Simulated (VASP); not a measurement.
# Ta (Im-3m) in VASP: further runs

The runs below take Ta through single point, with LDA.

Everything below comes from runs of VASP 6.6.1. Logs are shortened: lines on timing, memory, paths and dates and some standing lists are left out, and cuts for length are marked.

## 1. The cell of the first run

Symmetry: Im-3m, No. 229, cubic system. The conventional cell has a = 3.243 Å, b = 3.243 Å, c = 3.243 Å, α = 90.00°, β = 90.00°, γ = 90.00°. Ta (site symmetry m-3m) has 14 Ta at 2.81 to 3.24 Å within 3.7 Å.

## 2. Single point, LDA (volume scaled by 0.9405)

Contents of INCAR:

```
ALGO     = Normal         # electronic algorithm
EDIFF    = 1E-6           # SCF threshold, eV
ENCUT    = 520            # plane-wave cutoff, eV
ISIF     = 2              # what is computed and relaxed
ISMEAR   = -1             # smearing method
LASPH    = True           # aspherical terms in the spheres
LCHARG   = False          # write CHGCAR
LREAL    = False          # projectors in reciprocal space
LWAVE    = False          # write WAVECAR
NBANDS   = 12             # bands
NELM     = 100            # most SCF steps
PREC     = Accurate       # precision mode
SIGMA    = 0.05           # smearing width, eV
```

Contents of KPOINTS:

```
k-points
0
Gamma
  14 14 14
```

Contents of POSCAR:

```
Ta
1.0
   -1.6214316766      1.6214316766      1.6214316766
    1.6214316766     -1.6214316766      1.6214316766
    1.6214316766      1.6214316766     -1.6214316766
Ta
1
Direct
    0.0000000000      0.0000000000      0.0000000000
```

Potentials or basis: VASP PAW LDA potentials, release 64 (Ta_pv).

Command:

```console
> cat potpaw_LDA.64/Ta_pv/POTCAR > POTCAR
> mpirun -np 1 vasp_std > vasp.out
```

OUTCAR:

```text
EDIFF = 1E-6
   ENCUT = 520
   ISIF = 2
   ISMEAR = -1
   LASPH = True
   LREAL = False
   NELM = 100
   PREC = Accurate

 ion  position               nearest neighbor table
   1  0.000  0.000  0.000-

  LATTYP: Found a body centered cubic cell.
 ALAT       =     3.2428633532

  Lattice vectors:

 A1 = (  -1.6214316766,   1.6214316766,   1.6214316766)
 A2 = (   1.6214316766,  -1.6214316766,   1.6214316766)
 A3 = (   1.6214316766,   1.6214316766,  -1.6214316766)

Analysis of symmetry for initial positions (statically):
=====================================================================
 Subroutine PRICEL returns:
 Original cell was already a primitive cell.

 Routine SETGRP: Setting up the symmetry group for a
 body centered cubic supercell.

 Subroutine GETGRP returns: Found 48 space group operations
 (whereof 48 operations were pure point group operations)
 out of a pool of 48 trial point group operations.

The static configuration has the point symmetry O_h .

Analysis of symmetry for dynamics (positions and initial velocities):
=====================================================================
 Subroutine PRICEL returns:
 Original cell was already a primitive cell.

 Routine SETGRP: Setting up the symmetry group for a
 body centered cubic supercell.

 Subroutine GETGRP returns: Found 48 space group operations
 (whereof 48 operations were pure point group operations)
 out of a pool of 48 trial point group operations.

The dynamic configuration has the point symmetry O_h .

 Subroutine INISYM returns: Found 48 space group operations
 (whereof 48 operations are pure point group operations),
 and found     1 'primitive' translations

----------------------------------------------------------------------------------------

                                     Primitive cell

  volume of cell :      17.0512

  direct lattice vectors                    reciprocal lattice vectors
    -1.621431677  1.621431677  1.621431677     0.000000000  0.308369453  0.308369453
     1.621431677 -1.621431677  1.621431677     0.308369453  0.000000000  0.308369453
     1.621431677  1.621431677 -1.621431677     0.308369453  0.308369453  0.000000000

  length of vectors
     2.808402045  2.808402045  2.808402045     0.436100263  0.436100263  0.436100263

  position of ions in fractional coordinates (direct lattice)
     0.000000000  0.000000000  0.000000000

  ion indices of the primitive-cell ions
   primitive index   ion index
                 1           1

----------------------------------------------------------------------------------------

 KPOINTS: k-points

Automatic generation of k-mesh.
 Grid dimensions read from file:
 generate k-points for:   14   14   14

 Generating k-lattice:

  Cartesian coordinates                     Fractional coordinates (reciprocal lattice)
     0.000000000  0.022026390  0.022026390     0.071428571  0.000000000  0.000000000
     0.022026390  0.000000000  0.022026390     0.000000000  0.071428571  0.000000000
     0.022026390  0.022026390  0.000000000     0.000000000  0.000000000  0.071428571

  Length of vectors
     0.031150019  0.031150019  0.031150019

  Shift w.r.t. Gamma in fractional coordinates (k-lattice)
     0.000000000  0.000000000  0.000000000

 Subroutine IBZKPT returns following result:
 ===========================================

 Found    104 irreducible k-points:

 Following reciprocal coordinates:
            Coordinates               Weight
  0.000000  0.000000  0.000000      1.000000
  0.071429  0.000000  0.000000     12.000000
  0.142857  0.000000  0.000000     12.000000
  0.214286  0.000000  0.000000     12.000000
  0.285714  0.000000  0.000000     12.000000
  0.357143  0.000000  0.000000     12.000000
[... 16 lines left out ...]
  0.285714  0.285714  0.000000     24.000000
  0.357143  0.285714  0.000000     24.000000
 [... further k-points ...]
   k-points           NKPTS =    104   k-points in BZ     NKDIM =    104   number of bands    NBANDS=     12
   number of dos      NEDOS =    301   number of ions     NIONS =      1
   total plane-waves  NPLWV =  13824
   dimension x,y,z NGX =    24 NGY =   24 NGZ =   24
   dimension x,y,z NGXF=    48 NGYF=   48 NGZF=   48
   ions per type =               1
   NGX,Y,Z   is equivalent  to a cutoff of  14.21, 14.21, 14.21 a.u.
   NGXF,Y,Z  is equivalent  to a cutoff of  28.41, 28.41, 28.41 a.u.
 SYSTEM =  unknown system
   PREC   = accura    normal or accurate (medium, high low for compatibility)
   ISTART =      0    job   : 0-new  1-cont  2-samecut
   ICHARG =      2    charge: 1-file 2-atom 10-const
   ISPIN  =      1    spin polarized calculation?
   LNONCOLLINEAR =      F non collinear calculations
   LSORBIT =      F    spin-orbit coupling
   LASPH  =      T    aspherical Exc in radial PAW
   ENCUT  =  520.0 eV  38.22 Ry    6.18 a.u.   5.22  5.22  5.22*2*pi/ulx,y,z
   NELM   =    100;   NELMIN=  2; NELMDL= -5     # of ELM steps
   EDIFF  = 0.1E-05   stopping-criterion for ELM
   LREAL  =      F    real-space projection
   EDIFFG = 0.1E-04   stopping-criterion for IOM
   NSW    =      0    number of steps for IOM
   IBRION =     -1    ionic relax: 0-MD 1-quasi-New 2-CG
   NFREE  =      0    steps in history (QN), initial steepest desc. (CG)
   ISIF   =      2    stress and relaxation
   ISYM   =      2    0-nonsym 1-usesym 2-fastsym
   POTIM  = 0.5000    time-step for ionic-motion
   TEBEG  =    0.0;   TEEND  =   0.0 temperature during run
   PSTRESS=    0.0 pullay stress
   NELECT =      11.0000    total number of electrons
   NUPDOWN=      -1.0000    fix difference up-down
   EMIN   =  10.00;   EMAX   =-10.00  energy-range for DOS
   EFERMI =   0.00;   METHOD = LEGACY
   ISMEAR =    -1;   SIGMA  =   0.05  broadening in eV -4-tet -1-fermi 0-gaus
   EFERMI_NEDOS =   21; number of points for ismear=-14 and -15
   IALGO  =     38    algorithm
   IMIX   =      4    mixing-type and parameters
     AMIX     =   0.40;   BMIX     =  1.00
     AMIX_MAG =   1.60;   BMIX_MAG =  1.00
  volume/ion in A,a.u.               =      17.05       115.07
  Fermi-wavevector in a.u.,A,eV,Ry     =   1.414557  2.673125 27.224865  2.000971
  Thomas-Fermi vector in A             =   2.536087
   LORBIT       =      0    0 simple, 1 ext, 2 COOP (PROOUT), +10 PAW based schemes
   GGA     = CA    functional components
   LHFCALC =     F    Hartree Fock is set to
   AEXX    =    0.0000 exact exchange contribution
   IVDW    =     0    specifies the selected vdW correction
   LEPSILON=     F    determine dielectric tensor
   LRPA    =     F    only Hartree local field effects (RPA)
 non-spin polarized calculation
  energy-cutoff  :      520.00
  volume of cell :       17.05
 maximum number of plane-waves:       474
 NGX is ok and might be reduce to    24
   NGX = 11   NGY = 11   NGZ = 11

 number of electron      10.9999999 magnetization

 Free energy of the ion-electron system (eV)
  ---------------------------------------------------
  ext. energy  EPLUGINS =         0.00000000
  ---------------------------------------------------
  free energy    TOTEN  =       -12.83318423 eV

  energy without entropy =      -12.82346670  energy(sigma->0) =      -12.82832546

 E-fermi :   5.8453     XC(G=0): -13.0776

 val. band max:        5.8336696681   @ k =   0.3571   0.2143   0.0714
 cond. band min:       5.8546251850   @ k =   0.3571   0.2143   0.0000
 fundamental gap:      0.0209555169
 Fermi energy:         5.8453166533

 k-point     1 :       0.0000    0.0000    0.0000
  band No.  band energies     occupation
      1     -26.8269      2.00000
      2     -26.8269      2.00000
      3     -26.8269      2.00000
      4      -2.1817      2.00000
      5       6.5247      0.00000
      6       6.5247      0.00000
      7       6.5247      0.00000
      8       9.9839      0.00000
      9       9.9839      0.00000
     10      19.7274      0.00000
     11      21.1946      0.00000
     12      21.1946      0.00000

 k-point     2 :       0.0714    0.0000    0.0000
  band No.  band energies     occupation
      1     -26.9049      2.00000
      2     -26.8505      2.00000
      3     -26.8274      2.00000
      4      -1.9364      2.00000
      5       6.3666      0.00006
      6       6.4792      0.00001
      7       6.7656      0.00000
      8       9.7302      0.00000
      9       9.9841      0.00000
     10      19.7274      0.00000
     11      21.4162      0.00000
     12      21.6179      0.00000

 k-point     3 :       0.1429    0.0000    0.0000
  band No.  band energies     occupation
      1     -27.1188      2.00000
      2     -26.9160      2.00000
      3     -26.8289      2.00000
      4      -1.2488      2.00000
      5       5.9542      0.20365
      6       6.2663      0.00044
      7       7.4757      0.00000
      8       9.3268      0.00000
      9      10.0069      0.00000
     10      19.7270      0.00000
     11      21.8999      0.00000
     12      22.8209      0.00000

 k-point     4 :       0.2143    0.0000    0.0000
  band No.  band energies     occupation
      1     -27.4166      2.00000
      2     -27.0093      2.00000
      3     -26.8312      2.00000
      4      -0.2784      2.00000
      5       5.4222      1.99958
      6       5.8773      0.69087
      7       8.6162      0.00000
      8       9.2646      0.00000
      9      10.0994      0.00000
     10      19.7261      0.00000
     11      21.9397      0.00000
     12      24.0303      0.00000

 k-point     5 :       0.2857    0.0000    0.0000
  band No.  band energies     occupation
      1     -27.7329      2.00000
      2     -27.1111      2.00000
      3     -26.8337      2.00000
      4       0.6555      2.00000
      5       4.8986      2.00000
      6       5.7101      1.87457
      7       9.5362      0.00000
      8      10.1129      0.00000
      9      10.2945      0.00000
     10      19.7233      0.00000
     11      20.9335      0.00000
     12      22.6027      0.00000
[... 228 lines left out ...]
      1     -28.0179      2.00000
      2     -27.4210      2.00000
      3     -26.9738      2.00000
      4       2.5393      2.00000
      5       4.3499      2.00000
      6       5.4573      1.99915
      7       9.5937      0.00000
      8      10.9352      0.00000
      9      14.6339      0.00000
     10      17.9664      0.00000
     11      19.7399      0.00000
     12      21.4434      0.00000

 k-point    22 :       0.3571    0.2143    0.0000
  band No.  band energies     occupation
      1     -28.0565      2.00000
      2     -27.5137      2.00000
      3     -26.9820      2.00000
      4       2.5961      2.00000
      5       4.3508      2.00000
      6       5.8546      0.90718
      7       9.7890      0.00000
      8      11.1469      0.00000
      9      16.0559      0.00000
     10      16.5487      0.00000
     11      19.7357      0.00000
     12      20.3833      0.00000

 k-point    23 :       0.2857    0.2857    0.0000
  band No.  band energies     occupation
      1     -27.9791      2.00000
      2     -27.6008      2.00000
      3     -26.9991      2.00000
      4       3.0059      2.00000
      5       4.3960      2.00000
      6       5.3539      1.99989
      7      10.0056      0.00000
      8      10.8634      0.00000
      9      16.2584      0.00000
     10      16.5083      0.00000
     11      19.7354      0.00000
     12      20.5738      0.00000

 k-point    24 :       0.3571    0.2857    0.0000
  band No.  band energies     occupation
      1     -27.9249      2.00000
      2     -27.7070      2.00000
      3     -27.0066      2.00000
      4       3.1236      2.00000
      5       4.5618      2.00000
      6       5.2204      1.99999
      7      10.2606      0.00000
      8      10.8894      0.00000
      9      15.4386      0.00000
     10      17.7091      0.00000
     11      19.5713      0.00000
     12      19.7347      0.00000

 [... further k-points ...]

------------------------ aborting loop because EDIFF is reached ----------------------------------------

  FORCE on cell =-STRESS in cart. coord.  units (eV):
  Direction    XX          YY          ZZ          XY          YZ          ZX
  --------------------------------------------------------------------------------------
  -------------------------------------------------------------------------------------
  Total        0.3781850      0.3781850      0.3781850      0.0000000     -0.0000000      0.0000000
  in kB       35.5352101     35.5352101     35.5352101      0.0000000     -0.0000000      0.0000000
  external PRESSURE =      35.5352101 kB  Pullay stress =       0.0000000 kB

 VOLUME and BASIS-vectors are now :
 -----------------------------------------------------------------------------
  energy-cutoff  :      520.00
  volume of cell :       17.05
      direct lattice vectors                 reciprocal lattice vectors
    -1.621431677  1.621431677  1.621431677     0.000000000  0.308369453  0.308369453
     1.621431677 -1.621431677  1.621431677     0.308369453  0.000000000  0.308369453
     1.621431677  1.621431677 -1.621431677     0.308369453  0.308369453  0.000000000

 POSITION                                       TOTAL-FORCE (eV/Angst)
 -----------------------------------------------------------------------------------
      0.00000      0.00000      0.00000        -0.000000      0.000000     -0.000000
 -----------------------------------------------------------------------------------
    total drift:                                0.000000      0.000000      0.000000

  FREE ENERGIE OF THE ION-ELECTRON SYSTEM (eV)
  ---------------------------------------------------
  free  energy   TOTEN  =       -12.8331842278 eV

  energy  without entropy=      -12.8234666972  energy(sigma->0) =      -12.82832546
```

It took 5.5 s on 1 thread of Intel Xeon 6975P-C (Granite Rapids), shared host; peak memory 0.14 GiB.

Results:

* Free energy: -12.8332 eV
* Pressure: 3.6 GPa

Levels at points of the mesh, in eV from the Fermi level:
```
           k point  band 1  band 2  band 3  band 4  band 5  band 6  band 7  band 8  band 9  band 10
(0.00, 0.00, 0.00)  -32.67  -32.67  -32.67   -8.03    0.68    0.68    0.68    4.14    4.14    13.88
(0.50, 0.00, 0.00)  -34.10  -33.13  -32.68   -4.61   -1.74    2.03    4.06    5.14    8.31    12.30
(0.50, 0.50, 0.50)  -33.66  -33.66  -33.66   -4.14   -4.14    7.25    7.25    7.25    9.29     9.29
```

Caveat: spin-orbit coupling is left out, which moves the levels of the heavy elements.

(Part 1 of 2 ends here.)
